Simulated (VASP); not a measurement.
# MgC (P6_3/mmc) in VASP: notebook

Runs on MgC. Level: PBE. Tasks: single point, relaxation of cell and atoms.

Everything below comes from runs of VASP 6.6.1. Logs are shortened: lines on timing, memory, paths and dates and some standing lists are left out, and cuts for length are marked.

## (1) The cell of the first run

Symmetry: P6_3/mmc, No. 194, hexagonal system. The conventional cell has a = 3.549 Å, b = 3.549 Å, c = 9.072 Å, α = 90.00°, β = 90.00°, γ = 120.00°. Within 3.4 Å of Mg (site symmetry -3m) lie 6 C at 2.57 Å and 6 Mg at 3.06 Å. Mg (site symmetry -6m2) has 6 C at 2.17 Å within 2.9 Å. Within 1.9 Å of C (site symmetry 3m) lie 1 C at 1.42 Å.

## (2) Single point, PBE

The input, INCAR:

```
SYSTEM = MgC
ALGO     = Normal         ! electronic algorithm
EDIFF    = 1E-6           ! SCF threshold, eV
ENCUT    = 520            ! plane-wave cutoff, eV
GGA      = PE             ! functional
ISIF     = 2              ! what is computed and relaxed
ISMEAR   = 0              ! smearing method
LASPH    = .TRUE.         ! aspherical terms in the spheres
LCHARG   = .FALSE.        ! write CHGCAR
LREAL    = .FALSE.        ! projectors in reciprocal space
LWAVE    = .FALSE.        ! write WAVECAR
NBANDS   = 22             ! bands
NELM     = 100            ! most SCF steps
PREC     = Accurate       ! precision mode
SIGMA    = 0.1            ! smearing width, eV
```

The input, KPOINTS:

```
k-points
0
G
  12 12 4
  0 0 0
```

The input, POSCAR:

```
MgC
1.0
    3.5493689608      0.0000000000      0.0000000000
   -1.7746844804      3.0738436874      0.0000000000
    0.0000000000      0.0000000000      9.0719546568
Mg C
4 4
Direct
    0.0000000000      0.0000000000      0.0000000000
    0.3333333333      0.6666666667      0.2500000000
    0.0000000000      0.0000000000      0.5000000000
    0.6666666667      0.3333333333      0.7500000000
    0.6666666667      0.3333333333      0.1715348195
    0.6666666667      0.3333333333      0.3284651805
    0.3333333333      0.6666666667      0.6715348195
    0.3333333333      0.6666666667      0.8284651805
```

Potentials or basis: VASP PAW PBE potentials, release 64 (Mg, C).

Launch:

```bash
$ cat potpaw_PBE.64/Mg/POTCAR potpaw_PBE.64/C/POTCAR > POTCAR
$ mpirun -np 1 vasp_std > vasp.out
```

OUTCAR:

```text
SYSTEM = MgC
   EDIFF = 1E-6
   ENCUT = 520
   GGA = PE
   ISIF = 2
   ISMEAR = 0
   LASPH = .TRUE.
   LREAL = .FALSE.
   NELM = 100
   PREC = Accurate

 ion  position               nearest neighbor table
   1  0.000  0.000  0.000-   5 2.57   8 2.57   8 2.57   5 2.57   5 2.57   8 2.57   2 3.06   4 3.06
                             2 3.06   4 3.06   2 3.06   4 3.06
   2  0.333  0.667  0.250-   5 2.17   6 2.17   5 2.17   6 2.17   5 2.17   6 2.17   1 3.06   3 3.06
                             1 3.06   3 3.06   1 3.06   3 3.06
   3  0.000  0.000  0.500-   6 2.57   7 2.57   7 2.57   6 2.57   6 2.57   7 2.57   2 3.06   4 3.06
                             2 3.06   4 3.06   2 3.06   4 3.06
   4  0.667  0.333  0.750-   7 2.17   8 2.17   7 2.17   8 2.17   7 2.17   8 2.17   1 3.06   3 3.06
                             1 3.06   3 3.06   1 3.06   3 3.06
   5  0.667  0.333  0.172-   6 1.42   2 2.17   2 2.17   2 2.17   1 2.57   1 2.57   1 2.57
   6  0.667  0.333  0.328-   5 1.42   2 2.17   2 2.17   2 2.17   3 2.57   3 2.57   3 2.57
   7  0.333  0.667  0.672-   8 1.42   4 2.17   4 2.17   4 2.17   3 2.57   3 2.57   3 2.57
   8  0.333  0.667  0.828-   7 1.42   4 2.17   4 2.17   4 2.17   1 2.57   1 2.57   1 2.57

  LATTYP: Found a hexagonal cell.
 ALAT       =     3.5493689608
 C/A-ratio  =     2.5559345216

  Lattice vectors:

 A1 = (   3.5493689608,   0.0000000000,   0.0000000000)
 A2 = (  -1.7746844804,   3.0738436874,   0.0000000000)
 A3 = (   0.0000000000,   0.0000000000,   9.0719546568)

Analysis of symmetry for initial positions (statically):
[... 35 lines left out ...]
                                     Primitive cell

  volume of cell :      98.9769

  direct lattice vectors                    reciprocal lattice vectors
     3.549368961  0.000000000  0.000000000     0.281740222  0.162662793  0.000000000
    -1.774684480  3.073843687  0.000000000     0.000000000  0.325325586  0.000000000
     0.000000000  0.000000000  9.071954657     0.000000000  0.000000000  0.110229828

  length of vectors
     3.549368961  3.549368961  9.071954657     0.325325586  0.325325586  0.110229828

  position of ions in fractional coordinates (direct lattice)
     0.000000000  0.000000000  0.000000000
     0.333333333  0.666666667  0.250000000
     0.000000000  0.000000000  0.500000000
     0.666666667  0.333333333  0.750000000
     0.666666667  0.333333333  0.171534820
     0.666666667  0.333333333  0.328465180
     0.333333333  0.666666667  0.671534820
     0.333333333  0.666666667  0.828465180

  ion indices of the primitive-cell ions
   primitive index   ion index
                 1           1
                 2           2
                 3           3
                 4           4
                 5           5
                 6           6
[... 75 lines left out ...]
   LREAL  =      F    real-space projection
   EDIFFG = 0.1E-04   stopping-criterion for IOM
   NSW    =      0    number of steps for IOM
   IBRION =     -1    ionic relax: 0-MD 1-quasi-New 2-CG
   NFREE  =      0    steps in history (QN), initial steepest desc. (CG)
   ISIF   =      2    stress and relaxation
   ISYM   =      2    0-nonsym 1-usesym 2-fastsym
   POTIM  = 0.5000    time-step for ionic-motion
   TEBEG  =    0.0;   TEEND  =   0.0 temperature during run
   PSTRESS=    0.0 pullay stress
   NELECT =      24.0000    total number of electrons
   NUPDOWN=      -1.0000    fix difference up-down
   EMIN   =  10.00;   EMAX   =-10.00  energy-range for DOS
   EFERMI =   0.00;   METHOD = LEGACY
   ISMEAR =     0;   SIGMA  =   0.10  broadening in eV -4-tet -1-fermi 0-gaus
   EFERMI_NEDOS =   21; number of points for ismear=-14 and -15
   IALGO  =     38    algorithm
   IMIX   =      4    mixing-type and parameters
     AMIX     =   0.40;   BMIX     =  1.00
     AMIX_MAG =   1.60;   BMIX_MAG =  1.00
  volume/ion in A,a.u.               =      12.37        83.49
  Fermi-wavevector in a.u.,A,eV,Ry     =   1.020863  1.929151 14.179455  1.042161
  Thomas-Fermi vector in A             =   2.154456
   LORBIT       =      0    0 simple, 1 ext, 2 COOP (PROOUT), +10 PAW based schemes
   GGA     = PE    functional components
   LHFCALC =     F    Hartree Fock is set to
   AEXX    =    0.0000 exact exchange contribution
   IVDW    =     0    specifies the selected vdW correction
   LEPSILON=     F    determine dielectric tensor
   LRPA    =     F    only Hartree local field effects (RPA)
 non-spin polarized calculation
 Gauss-broadening in eV      SIGMA  =   0.10
  energy-cutoff  :      520.00
  volume of cell :       98.98
 maximum number of plane-waves:      2709
 NGX is ok and might be reduce to    28
   NGX = 13   NGY = 13   NGZ = 33

 number of electron      23.9999999 magnetization

 Free energy of the ion-electron system (eV)
  ---------------------------------------------------
  ext. energy  EPLUGINS =         0.00000000
  ---------------------------------------------------
  free energy    TOTEN  =       -39.76882366 eV

  energy without entropy =      -39.76148850  energy(sigma->0) =      -39.76515608

 E-fermi :   4.9181     XC(G=0): -10.0190

 val. band max:        4.8422811239   @ k =   0.3333   0.2500   0.0000
 cond. band min:       4.9193914433   @ k =   0.4167   0.1667   0.5000
 fundamental gap:      0.0771103194
 Fermi energy:         4.9180916314

 k-point     1 :       0.0000    0.0000    0.0000
  band No.  band energies     occupation
      1     -10.7191      2.00000
      2     -10.5637      2.00000
      3      -4.5182      2.00000
      4      -2.6733      2.00000
      5      -1.6377      2.00000
      6       1.1500      2.00000
[... 589 lines left out ...]
     21      12.1210      0.00000
     22      12.3632      0.00000

 [... further k-points ...]
[... 5 lines left out ...]
  --------------------------------------------------------------------------------------
  -------------------------------------------------------------------------------------
  Total       -0.0982281     -0.0982281      0.0757637      0.0000000      0.0000000      0.0000000
  in kB       -1.5900563     -1.5900563      1.2264163      0.0000000      0.0000000      0.0000000
  external PRESSURE =      -0.6512321 kB  Pullay stress =       0.0000000 kB

 VOLUME and BASIS-vectors are now :
 -----------------------------------------------------------------------------
  energy-cutoff  :      520.00
  volume of cell :       98.98
      direct lattice vectors                 reciprocal lattice vectors
     3.549368961  0.000000000  0.000000000     0.281740222  0.162662793  0.000000000
    -1.774684480  3.073843687  0.000000000     0.000000000  0.325325586  0.000000000
     0.000000000  0.000000000  9.071954657     0.000000000  0.000000000  0.110229828

 POSITION                                       TOTAL-FORCE (eV/Angst)
 -----------------------------------------------------------------------------------
      0.00000      0.00000      0.00000        -0.000000      0.000000      0.000000
     -0.00000      2.04923      2.26799        -0.000000      0.000000      0.000000
      0.00000      0.00000      4.53598        -0.000000      0.000000      0.000000
      1.77468      1.02461      6.80397         0.000000     -0.000000     -0.000000
      1.77468      1.02461      1.55616        -0.000000      0.000000     -0.083917
      1.77468      1.02461      2.97982        -0.000000      0.000000      0.083917
     -0.00000      2.04923      6.09213        -0.000000      0.000000     -0.083917
     -0.00000      2.04923      7.51580        -0.000000      0.000000      0.083917
 -----------------------------------------------------------------------------------
    total drift:                                0.000000     -0.000000      0.000000

  FREE ENERGIE OF THE ION-ELECTRON SYSTEM (eV)
  ---------------------------------------------------
  free  energy   TOTEN  =       -39.7688236571 eV

  energy  without entropy=      -39.7614885021  energy(sigma->0) =      -39.76515608
```

OSZICAR:

```text
N       E                     dE             d eps       ncg     rms          rms(c)
DAV:   1     0.651624261842E+02    0.65162E+02   -0.10105E+04  2516   0.918E+02
DAV:   2    -0.375632963435E+02   -0.10273E+03   -0.98675E+02  3276   0.166E+02
DAV:   3    -0.451968092190E+02   -0.76335E+01   -0.75599E+01  3204   0.448E+01
DAV:   4    -0.453053932439E+02   -0.10858E+00   -0.10845E+00  3022   0.620E+00
DAV:   5    -0.453071098715E+02   -0.17166E-02   -0.17165E-02  3368   0.740E-01    0.104E+01
DAV:   6    -0.398540759354E+02    0.54530E+01   -0.11302E+01  2850   0.163E+01    0.364E+00
DAV:   7    -0.397797537215E+02    0.74322E-01   -0.14597E+00  3048   0.605E+00    0.239E+00
DAV:   8    -0.397740629683E+02    0.56908E-02   -0.73250E-02  2902   0.163E+00    0.414E-01
DAV:   9    -0.397684137797E+02    0.56492E-02   -0.14551E-02  3036   0.611E-01    0.191E-01
DAV:  10    -0.397688421266E+02   -0.42835E-03   -0.27342E-03  3120   0.252E-01    0.615E-02
DAV:  11    -0.397688243874E+02    0.17739E-04   -0.10811E-04  3040   0.568E-02    0.194E-02
DAV:  12    -0.397688229972E+02    0.13903E-05   -0.21118E-05  3004   0.239E-02    0.408E-03
DAV:  13    -0.397688236571E+02   -0.65994E-06   -0.17172E-06  2416   0.733E-03
   1 F= -.39768824E+02 E0= -.39765156E+02  d E =-.733516E-02
```

It took 1.9 min on 1 thread of Intel Xeon Platinum 8259CL at 2.50GHz (Skylake/Cascade Lake), shared host; peak memory 0.27 GiB.

What came out:

```
Free energy            : -39.7688 eV
Pressure               : -0.1 GPa
Largest force          : 0.084 eV/Å
Band gap on the k mesh : zero (band 12 reaches 6.88 eV, above the bottom of band 13 at 3.64 eV)
```

Forces on the atoms (eV/Å):
```
Mg   0.000  0.000  0.000
Mg   0.000  0.000  0.000
Mg   0.000  0.000  0.000
Mg   0.000  0.000  0.000
C    0.000  0.000 -0.084
C    0.000  0.000  0.084
C    0.000  0.000 -0.084
C    0.000  0.000  0.084
```

Stress tensor (GPa, compression positive):
```
-0.16  0.00  0.00
 0.00 -0.16  0.00
 0.00  0.00  0.12
```

Levels at points of the mesh, in eV from the Fermi level:
```
           k point  band 9  band 10  band 11  band 12  band 13  band 14  band 15  band 16
(0.00, 0.00, 0.00)   -3.67    -3.67     1.74     1.74     2.19     2.19     2.63     2.64
(0.50, 0.00, 0.00)   -4.21    -3.40    -2.68    -1.72     0.53     1.43     2.49     3.45
(0.00, 0.00, 0.50)   -3.72    -3.72     1.96     1.96     1.96     1.96     2.76     2.76
(0.50, 0.00, 0.50)   -4.25    -4.25    -1.82    -1.82     0.95     0.95     2.80     2.80
```

## (3) Relaxation of cell and atoms, PBE

The input, INCAR:

```
SYSTEM = MgC
PREC = Accurate
ENCUT = 600
EDIFF = 1E-6
ISMEAR = 0
SIGMA = 0.1
LREAL = .FALSE.
LASPH = .TRUE.
NELM = 100
ALGO = Normal
ISIF = 3
LWAVE = .FALSE.
LCHARG = .FALSE.
GGA = PE
IBRION = 2
NSW = 100
EDIFFG = -0.01
```

The input, KPOINTS:

```
Automatic mesh
0
G
  12 12 4
  0 0 0
```

The input, POSCAR:

```
MgC
1.0
    3.5499721398      0.0000000000      0.0000000000
   -1.7749860699      3.0743660558      0.0000000000
    0.0000000000      0.0000000000      9.0516644640
Mg C
4 4
Direct
    0.0000000000      0.0000000000      0.0000000000
    0.3333333333      0.6666666667      0.2500000000
    0.0000000000      0.0000000000      0.5000000000
    0.6666666667      0.3333333333      0.7500000000
    0.6666666667      0.3333333333      0.1713247964
    0.6666666667      0.3333333333      0.3286752036
    0.3333333333      0.6666666667      0.6713247964
    0.3333333333      0.6666666667      0.8286752036
```

Potentials or basis: VASP PAW PBE potentials, release 64 (Mg, C).

Launch:

```bash
$ cat potpaw_PBE.64/Mg/POTCAR potpaw_PBE.64/C/POTCAR > POTCAR
$ mpirun -np 1 vasp_std > vasp.out
```

Wall time 4.2 min (1 thread of Intel Xeon Platinum 8259CL at 2.50GHz (Skylake/Cascade Lake), shared host); peak memory 0.3 GiB.

Results (log left out):

| Item | Value |
| --- | --- |
| Free energy | -39.7742 eV |
| Relaxed volume | 12.32 Å³/atom |
| Relaxed cell | a = 3.545 Å, b = 3.545 Å, c = 9.056 Å, α = 90.00°, β = 90.00°, γ = 120.00° |
| Space group after relaxing (to 0.05 Å) | P6_3/mmc (No. 194) |
| Energy gained by relaxing | 0.0 meV/atom |
| Ionic steps | 4 |
| Pressure after relaxing | 0.1 GPa |
| Largest force after relaxing | 0.007 eV/Å |
| Band gap on the k mesh | zero (band 12 reaches 6.89 eV, above the bottom of band 13 at 3.66 eV) |

Forces in eV/Å, atoms in the order of the input:
```
Mg   0.000  0.000  0.000
Mg   0.000  0.000  0.000
Mg   0.000  0.000  0.000
Mg   0.000  0.000  0.000
C    0.000  0.000 -0.007
C    0.000  0.000  0.007
C    0.000  0.000 -0.007
C    0.000  0.000  0.007
```

The path:
```
step  energy change (eV)  largest force (eV/Å)  pressure (GPa)  volume (Å³)
   1              0.0000                0.0569           -0.10        98.79
   2              0.0004                0.1423           -0.33        98.68
   3             -0.0003                0.0223           -0.19        98.75
   4             -0.0004                0.0068            0.05        98.54
```

Final structure:
```
Mg C
1.0
     3.54466    0.00000    0.00000
    -1.77233    3.06976    0.00000
     0.00000    0.00000    9.05576
Mg C
4 4
Cartesian
  1.7723 3.0698 9.0558
  0.0000 2.0465 2.2639
  1.7723 3.0698 4.5279
  1.7723 1.0233 6.7918
  1.7723 1.0233 1.5507
  1.7723 1.0233 2.9772
  0.0000 2.0465 6.0786
  0.0000 2.0465 7.5051
```

Levels at points of the mesh, in eV from the Fermi level:
```csv
k point,band 9,band 10,band 11,band 12,band 13,band 14,band 15,band 16
"(0.00, 0.00, 0.00)",-3.64,-3.64,1.73,1.73,2.19,2.19,2.65,2.70
"(0.50, 0.00, 0.00)",-4.19,-3.39,-2.68,-1.73,0.52,1.42,2.51,3.48
"(0.00, 0.00, 0.50)",-3.70,-3.70,1.95,1.95,1.95,1.95,2.78,2.78
"(0.50, 0.00, 0.50)",-4.24,-4.24,-1.81,-1.81,0.94,0.94,2.82,2.82
```

(Part 1 of 2 ends here.)
